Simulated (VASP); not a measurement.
# NaIr: relaxation of cell and atoms with PBE

NaIr:

```
Na Ir
1.0
     1.84696   -2.61200    0.00000
     1.84696    2.61200    0.00000
     0.00000    0.00000    5.22400
Na Ir
1 1
Direct
  0.00000 0.00000 0.00000
  0.50000 0.50000 0.50000
```

| Quantity | Value |
| --- | --- |
| Program | VASP 6.6.1 |
| Task | relaxation of cell and atoms |
| Functional | PBE |
| Potentials or basis | VASP PAW PBE potentials, release 64 (Na_pv, Ir) |
| Cutoff | 600 eV |
| k mesh | 6 × 6 × 4 |
| Occupations | gaussian, width 0.1 eV |
| Spin | no spin polarisation |
| Dipole correction | no |
| Further INCAR settings | ALGO = Normal; EDIFF = 1e-06; IBRION = 2; EDIFFG = -0.04; NSW = 90; ISIF = 3 |

* Relaxed volume: 16.45 Å³/atom
* Relaxed cell: a = 2.703 Å, b = 2.703 Å, c = 5.102 Å, α = 90.00°, β = 90.00°, γ = 118.08°
* Space group after relaxing (to 0.1 Å): Cmmm (No. 65)
* Energy gained by relaxing: 917.8 meV/atom
* Ionic steps: 9
* Pressure after relaxing: -0.1 GPa
* Band gap on the k mesh: zero (bands 8 and 9 overlap by 1.43 eV)

Stress tensor (GPa, compression positive):
```
-0.21  0.00  0.00
 0.00  0.16  0.00
 0.00  0.00 -0.14
```

Step by step:
| step | energy change (eV) | largest force (eV/Å) | pressure (GPa) | volume (Å³) |
| --- | --- | --- | --- | --- |
| 1 | 0.0000 | 0.0000 | -15.43 | 50.40 |
| 2 | -1.5468 | 0.0000 | -4.97 | 34.60 |
| 3 | -1.5929 | 0.0000 | 1.20 | 32.69 |
| 4 | -1.7885 | 0.0000 | 4.34 | 31.72 |
| 5 | -1.8046 | 0.0000 | 6.29 | 31.35 |
| 6 | -1.8049 | 0.0000 | -4.42 | 34.23 |
| 7 | -1.8346 | 0.0000 | 0.38 | 32.73 |
| 8 | -1.8346 | 0.0000 | 0.48 | 32.71 |
| 9 | -1.8357 | 0.0000 | -0.07 | 32.90 |

Final structure:
```
Na Ir
1.0
     1.39078   -2.31830    0.00000
     1.39078    2.31830    0.00000
     0.00000    0.00000    5.10170
Na Ir
1 1
Direct
  0.00000 0.00000 0.00000
  0.50000 0.50000 0.50000
```

Levels at points of the mesh, in eV from the Fermi level:
| k point | band 4 | band 5 | band 6 | band 7 | band 8 | band 9 | band 10 | band 11 | band 12 |
| --- | --- | --- | --- | --- | --- | --- | --- | --- | --- |
| (0.00, 0.00, 0.00) | -8.04 | -4.35 | -2.98 | -2.25 | -0.19 | 0.19 | 0.34 | 3.25 | 15.94 |
| (0.50, 0.00, 0.00) | -5.89 | -3.95 | -1.92 | -0.46 | 0.66 | 1.60 | 4.67 | 5.15 | 7.43 |
| (0.50, 0.50, 0.00) | -5.82 | -4.07 | -1.70 | -0.79 | 0.75 | 1.80 | 5.72 | 6.71 | 6.79 |
| (0.00, 0.00, 0.50) | -7.74 | -3.39 | -3.13 | -2.98 | -2.24 | 0.20 | 0.34 | 6.80 | 11.66 |
| (0.50, 0.00, 0.50) | -5.88 | -4.16 | -1.59 | -0.49 | 1.30 | 1.60 | 2.44 | 6.05 | 6.57 |
| (0.50, 0.50, 0.50) | -5.78 | -4.15 | -1.21 | -0.78 | 1.36 | 1.80 | 3.80 | 5.32 | 6.90 |

It took 120 s on 1 thread of Intel(R) Xeon(R) Platinum 8488C (Sapphire Rapids) (shared host), peak memory 0.2 GiB.

Caveat: the volume moved by over 15 % at a fixed basis, so the end points are rough; spin-orbit coupling is left out, which moves the levels of the heavy elements.
